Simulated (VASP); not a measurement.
# B in VASP: a series of runs, part 2 of 2

VASP 6.6.1. The steps go on from the part before.

**4. Relaxation of cell and atoms, PBEsol**

This run uses another cell than the first one, of 7.31 Å³/atom, 1.097 times its volume.

INCAR

```
PREC = Accurate
ENCUT = 600
EDIFF = 1E-6
ISMEAR = 0
SIGMA = 0.1
LREAL = False
LASPH = True
NELM = 80
ALGO = Normal
ISIF = 3
LWAVE = False
LCHARG = False
GGA = PS
IBRION = 2
NSW = 90
EDIFFG = -0.04
```

KPOINTS

```
Automatic mesh
0
Gamma
  8 8 8
```

POSCAR

```
B
1.0
    1.9408432508      0.0000000000      0.0000000000
    0.0000000000      1.9408432508      0.0000000000
    0.0000000000      0.0000000000      1.9408432508
B
1
Direct
    0.0000000000      0.0000000000      0.0000000000
```

Potentials or basis: VASP PAW PBE potentials, release 64 (B).

Launch:

```sh
> cat potpaw_PBE.64/B/POTCAR > POTCAR
> mpirun -np 1 vasp_std > vasp.out
```

OUTCAR:

```text
PREC = Accurate
   ENCUT = 600
   EDIFF = 1E-6
   ISMEAR = 0
   LREAL = False
   LASPH = True
   NELM = 80
   ISIF = 3
   GGA = PS
   IBRION = 2
   NSW = 90
   EDIFFG = -0.04

 ion  position               nearest neighbor table
   1  0.000  0.000  0.000-

  LATTYP: Found a simple cubic cell.
 ALAT       =     1.9408432508

  Lattice vectors:

 A1 = (   1.9408432508,   0.0000000000,   0.0000000000)
 A2 = (   0.0000000000,   1.9408432508,   0.0000000000)
 A3 = (   0.0000000000,   0.0000000000,   1.9408432508)

Analysis of symmetry for initial positions (statically):
=====================================================================
 Subroutine PRICEL returns:
 Original cell was already a primitive cell.

 Routine SETGRP: Setting up the symmetry group for a
 simple cubic supercell.

 Subroutine GETGRP returns: Found 48 space group operations
 (whereof 48 operations were pure point group operations)
 out of a pool of 48 trial point group operations.
[... 162 lines left out ...]

  energy without entropy =       -5.93136073  energy(sigma->0) =       -5.93171493

------------------------ aborting loop because EDIFF is reached ----------------------------------------

  FORCE on cell =-STRESS in cart. coord.  units (eV):
  Direction    XX          YY          ZZ          XY          YZ          ZX
  --------------------------------------------------------------------------------------
  -------------------------------------------------------------------------------------
  Total       -0.8600875     -0.8600875     -0.8600875     -0.0000000     -0.0000000     -0.0000000
  in kB     -188.4871859   -188.4871859   -188.4871859     -0.0000000     -0.0000000     -0.0000000
  external PRESSURE =    -188.4871859 kB  Pullay stress =       0.0000000 kB
[... 57 lines left out ...]
--------------------------------------- Ionic step        3  -------------------------------------------

 number of electron       3.0000000 magnetization

 Free energy of the ion-electron system (eV)
  ---------------------------------------------------
  ext. energy  EPLUGINS =         0.00000000
  ---------------------------------------------------
  free energy    TOTEN  =        -5.97258479 eV

  energy without entropy =       -5.97164620  energy(sigma->0) =       -5.97211550

 E-fermi :   6.6990     XC(G=0): -12.4412

 val. band max:        6.5607125974   @ k =   0.3750   0.2500   0.1250
 cond. band min:       6.8669261475   @ k =   0.3750   0.3750   0.1250
 fundamental gap:      0.3062135501
 Fermi energy:         6.6990289184

 k-point     1 :       0.0000    0.0000    0.0000
  band No.  band energies     occupation
      1      -8.7758      2.00000
      2      20.7135      0.00000
      3      20.7135      0.00000
      4      20.7135      0.00000
      5      31.1642      0.00000
[... 177 lines left out ...]
 k-point    24 :       0.5000    0.3750    0.1250
  band No.  band energies     occupation
      1       4.0340      2.00000
      2       4.4786      2.00000
      3      13.1850      0.00000
      4      18.6069      0.00000
      5      26.5574      0.00000

 [... further k-points ...]
[... 5 lines left out ...]
  --------------------------------------------------------------------------------------
  -------------------------------------------------------------------------------------
  Total        0.0013828      0.0013828      0.0013828     -0.0000000      0.0000000     -0.0000000
  in kB        0.3322326      0.3322326      0.3322326     -0.0000000      0.0000000     -0.0000000
  external PRESSURE =       0.3322326 kB  Pullay stress =       0.0000000 kB
[... 16 lines left out ...]
  FREE ENERGIE OF THE ION-ELECTRON SYSTEM (eV)
  ---------------------------------------------------
  free  energy   TOTEN  =        -5.9725847902 eV

  energy  without entropy=       -5.9716462042  energy(sigma->0) =       -5.97211550

 reached required accuracy - stopping structural energy minimisation
```

OSZICAR:

```text
N       E                     dE             d eps       ncg     rms          rms(c)
DAV:   1    -0.192409018420E+01   -0.19241E+01   -0.16202E+03   355   0.517E+02
DAV:   2    -0.591459646749E+01   -0.39905E+01   -0.36423E+01   465   0.611E+01
DAV:   3    -0.593814787232E+01   -0.23551E-01   -0.23547E-01   365   0.502E+00
DAV:   4    -0.593815146689E+01   -0.35946E-05   -0.35944E-05   495   0.673E-02
[... 13 lines left out ...]
       N       E                     dE             d eps       ncg     rms          rms(c)
DAV:   1    -0.597323007284E+01   -0.70456E-02   -0.75567E-02   365   0.327E+00    0.171E-01
DAV:   2    -0.597280735915E+01    0.42271E-03   -0.18291E-04   375   0.157E-01    0.981E-02
DAV:   3    -0.597258511878E+01    0.22224E-03   -0.24172E-04   365   0.135E-01    0.603E-03
DAV:   4    -0.597258479025E+01    0.32854E-06   -0.26940E-07   240   0.704E-03
   3 F= -.59725848E+01 E0= -.59721155E+01  d E =-.405157E-01
```

It took 1.6 s on 1 thread of Intel Xeon 6975P-C, shared host; peak memory 0.11 GiB.

What came out:

```yaml
Free_energy: -5.9726 eV
Relaxed_volume: 6.67 Å³/atom
Relaxed_cell: a = 1.882 Å, b = 1.882 Å, c = 1.882 Å, α = 90.00°, β = 90.00°, γ = 90.00°
Space_group_after_relaxing_to_0.05_Å: Pm-3m (No. 221)
Energy_gained_by_relaxing: 40.5 meV/atom
Ionic_steps: 3
Pressure_after_relaxing: 0.0 GPa
```

The path:
```tsv
step	energy change (eV)	largest force (eV/Å)	pressure (GPa)	volume (Å³)
1	0.0000	0.0000	-18.85	7.31
2	-0.0341	0.0000	9.11	6.44
3	-0.0405	0.0000	0.03	6.67
```

Final structure:
```
B
1.0
     1.88224    0.00000    0.00000
     0.00000    1.88224    0.00000
     0.00000    0.00000    1.88224
B
1
Direct
  0.00000 0.00000 0.00000
```

Caveat: the k points lie up to 0.42 Å⁻¹ apart in the final cell; the PAW data sets were made with another functional, which shifts forces and pressure a little.

**5. Single point, PBEsol**

This run uses another cell than the first one: it holds 2 atoms, not 1.

INCAR

```
PREC = Accurate
ENCUT = 520
EDIFF = 1E-6
ISMEAR = 0
SIGMA = 0.1
LREAL = F
LASPH = T
NELM = 60
ALGO = Normal
ISIF = 2
LWAVE = F
LCHARG = F
GGA = PS
NBANDS = 10
```

KPOINTS

```
Automatic mesh
0
Gamma
  9 9 9
```

POSCAR

```
B
1.0
    1.3171990125      0.7604852044      2.2052375658
   -1.3171990125      0.7604852044      2.2052375658
    0.0000000000     -1.5209704089      2.2052375658
B
2
Direct
    0.2499996621      0.2499996621      0.2499996621
    0.7500003379      0.7500003379      0.7500003379
```

Potentials or basis: VASP PAW PBE potentials, release 64 (B).

Launch:

```sh
> cat potpaw_PBE.64/B/POTCAR > POTCAR
> mpirun -np 1 vasp_std > vasp.out
```

OUTCAR:

```text
PREC = Accurate
   ENCUT = 520
   EDIFF = 1E-6
   ISMEAR = 0
   LREAL = F
   LASPH = T
   NELM = 60
   ISIF = 2
   GGA = PS

 ion  position               nearest neighbor table
   1  0.250  0.250  0.250-   2 1.88   2 1.88   2 1.88   2 1.88   2 1.88   2 1.88
   2  0.750  0.750  0.750-   1 1.88   1 1.88   1 1.88   1 1.88   1 1.88   1 1.88

  LATTYP: Found a trigonal (rhomboedric) cell.
 ALAT       =     2.6788847878
 COS(alpha) =     0.5164685616

  Lattice vectors:

 A1 = (   1.3171990125,   0.7604852044,   2.2052375658)
 A2 = (  -1.3171990125,   0.7604852044,   2.2052375658)
 A3 = (   0.0000000000,  -1.5209704089,   2.2052375658)

Analysis of symmetry for initial positions (statically):
=====================================================================
 Subroutine PRICEL returns following result:

  LATTYP: Found a trigonal (rhomboedric) cell.
 ALAT       =     1.8785923735
 COS(alpha) =     0.0167415695

  Lattice vectors:

 A1 = (   0.0000000000,  -1.5209704089,  -1.1026143120)
 A2 = (  -1.3171990125,   0.7604852044,  -1.1026143120)
 A3 = (   1.3171990125,   0.7604852045,  -1.1026232538)

   2 primitive cells build up your supercell.

 Routine SETGRP: Setting up the symmetry group for a
 trigonal (rhombohedral) supercell.

 Subroutine GETGRP returns: Found 12 space group operations
 (whereof 12 operations were pure point group operations)
 out of a pool of 12 trial point group operations.

The static configuration has the point symmetry D_3d.

Analysis of symmetry for dynamics (positions and initial velocities):
=====================================================================
 Subroutine PRICEL returns following result:

  LATTYP: Found a trigonal (rhomboedric) cell.
 ALAT       =     1.8785923735
 COS(alpha) =     0.0167415695

  Lattice vectors:

 A1 = (   0.0000000000,  -1.5209704089,  -1.1026143120)
 A2 = (  -1.3171990125,   0.7604852044,  -1.1026143120)
 A3 = (   1.3171990125,   0.7604852045,  -1.1026232538)
[... 127 lines left out ...]
     AMIX     =   0.40;   BMIX     =  1.00
     AMIX_MAG =   1.60;   BMIX_MAG =  1.00
  volume/ion in A,a.u.               =       6.63        44.72
  Fermi-wavevector in a.u.,A,eV,Ry     =   1.257020  2.375424 21.498568  1.580100
  Thomas-Fermi vector in A             =   2.390700
   LORBIT       =      0    0 simple, 1 ext, 2 COOP (PROOUT), +10 PAW based schemes
   GGA     = PS    functional components
   LHFCALC =     F    Hartree Fock is set to
   AEXX    =    0.0000 exact exchange contribution
   IVDW    =     0    specifies the selected vdW correction
   LEPSILON=     F    determine dielectric tensor
   LRPA    =     F    only Hartree local field effects (RPA)
 non-spin polarized calculation
 Gauss-broadening in eV      SIGMA  =   0.10
  energy-cutoff  :      520.00
  volume of cell :       13.25
 maximum number of plane-waves:       366
   NGX =  9   NGY =  9   NGZ =  9

 number of electron       6.0000000 magnetization

 Free energy of the ion-electron system (eV)
  ---------------------------------------------------
  ext. energy  EPLUGINS =         0.00000000
  ---------------------------------------------------
  free energy    TOTEN  =       -11.96243457 eV

  energy without entropy =      -11.96055243  energy(sigma->0) =      -11.96149350

 E-fermi :   7.1153     XC(G=0): -12.4648

 val. band max:        7.0153722455   @ k =  -0.4444   0.4444   0.3333
 cond. band min:       7.1321674584   @ k =   0.4444   0.2222   0.0000
 fundamental gap:      0.1167952128
 Fermi energy:         7.1152627578

 k-point     1 :       0.0000    0.0000    0.0000
  band No.  band energies     occupation
      1      -8.7703      2.00000
      2      10.1197      0.00000
      3      10.8148      0.00000
      4      10.8148      0.00000
      5      20.7764      0.00000
      6      20.7764      0.00000
      7      21.0324      0.00000
      8      22.9431      0.00000
      9      24.0496      0.00000
     10      24.0496      0.00000
[... 287 lines left out ...]
 k-point    24 :       0.4444    0.4444    0.0000
  band No.  band energies     occupation
      1      -2.2316      2.00000
      2       2.1264      2.00000
      3       5.0037      2.00000
      4       5.5047      2.00000
      5      11.5282      0.00000
      6      15.3479      0.00000
      7      24.5220      0.00000
      8      24.6891      0.00000
      9      27.8422      0.00000
     10      37.2985      0.00000

 [... further k-points ...]
[... 5 lines left out ...]
  --------------------------------------------------------------------------------------
  -------------------------------------------------------------------------------------
  Total        0.0100773      0.0100773      0.0221123      0.0000000     -0.0000000      0.0000000
  in kB        1.2181648      1.2181648      2.6729781      0.0000000     -0.0000000      0.0000000
  external PRESSURE =       1.7031026 kB  Pullay stress =       0.0000000 kB

 VOLUME and BASIS-vectors are now :
 -----------------------------------------------------------------------------
  energy-cutoff  :      520.00
  volume of cell :       13.25
      direct lattice vectors                 reciprocal lattice vectors
     1.317199012  0.760485204  2.205237566     0.379593361  0.219158329  0.151155294
    -1.317199012  0.760485204  2.205237566    -0.379593361  0.219158329  0.151155294
     0.000000000 -1.520970409  2.205237566     0.000000000 -0.438316658  0.151155294

 POSITION                                       TOTAL-FORCE (eV/Angst)
 -----------------------------------------------------------------------------------
      0.00000     -0.00000      1.65393         0.000000     -0.000000      0.000000
      0.00000     -0.00000      4.96179         0.000000      0.000000      0.000000
 -----------------------------------------------------------------------------------
    total drift:                                0.000000      0.000000     -0.000000

  FREE ENERGIE OF THE ION-ELECTRON SYSTEM (eV)
  ---------------------------------------------------
  free  energy   TOTEN  =       -11.9624345686 eV

  energy  without entropy=      -11.9605524262  energy(sigma->0) =      -11.96149350
```

It took 4.5 s on 1 thread of Intel Xeon 6975P-C, shared host; peak memory 0.12 GiB.

What came out:

```yaml
Free_energy: -11.9624 eV
Pressure: 0.2 GPa
Band_gap_on_the_k_mesh: zero (band 3 reaches 11.84 eV, above the bottom of band 4 at 3.29 eV)
```

Caveat: the PAW data sets were made with another functional, which shifts forces and pressure a little.

**6. Overview**

| task | cell | k mesh | cutoff (eV) | gap on the mesh (eV) | pressure (GPa) |
| --- | --- | --- | --- | --- | --- |
| single point | a = 1.882 Å, 1 atom | 8 × 8 × 8 | 520 | none | 0.1 |
| single point | a = 1.941 Å, 1 atom | 10 × 10 × 10 | 520 | none | -19.9 |
| relaxation of cell and atoms | relaxed from a = 1.941 Å, 1 atom | 8 × 8 × 8 | 600 | none | 0.0 |
| single point | a = 2.679 Å, angles 58.9°, 2 atoms | 9 × 9 × 9 | 520 | none | 0.2 |

Alike in all rows: level PBEsol; potentials or basis VASP PAW PBE potentials, release 64 (B); no spin polarisation; smearing gaussian 0.1 eV.

Caveats: some runs use coarse meshes; the PAW data sets were made with another functional, which shifts forces and pressure a little.

Total energies depend on the potentials used, so only differences within one code and one set of settings carry meaning.
